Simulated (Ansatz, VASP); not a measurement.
**One calculation of Nb, two programs**

```
Nb
1.0
    -1.66395    1.66395    1.49755
     1.66395   -1.66395    1.49755
     1.66395    1.66395   -1.49755
Nb
1
Direct
  0.00000 0.00000 0.00000
```

Change from the starting cell: strain -0.1000 x Voigt [0, 0, 1, 0, 0, 0], atoms carried along.

Alike in both runs: task single point; functional PBE; k mesh 20 × 20 × 20; occupations gaussian, width 0.15 eV; no spin polarisation.

|  | VASP | Ansatz |
| --- | --- | --- |
| version | VASP 6.6.1 | Ansatz 0.2.0 |
| potentials or method | VASP PAW PBE potentials, release 64 (Nb_sv), cutoff 520 eV | scalar-relativistic, plane waves, PAW |
| valence electrons in the cell | 13 | 13 |

```tsv
	VASP	Ansatz	Ansatz less VASP
gap on the k mesh at the Fermi level (eV)	none	none	-
pressure (GPa)	18.7	19.1	+0.41
traceless stress, the component that is largest in VASP (GPa)	9.23	9.31	+0.075
```

A gap of «none» marks a metal or a gap that the smearing closes.
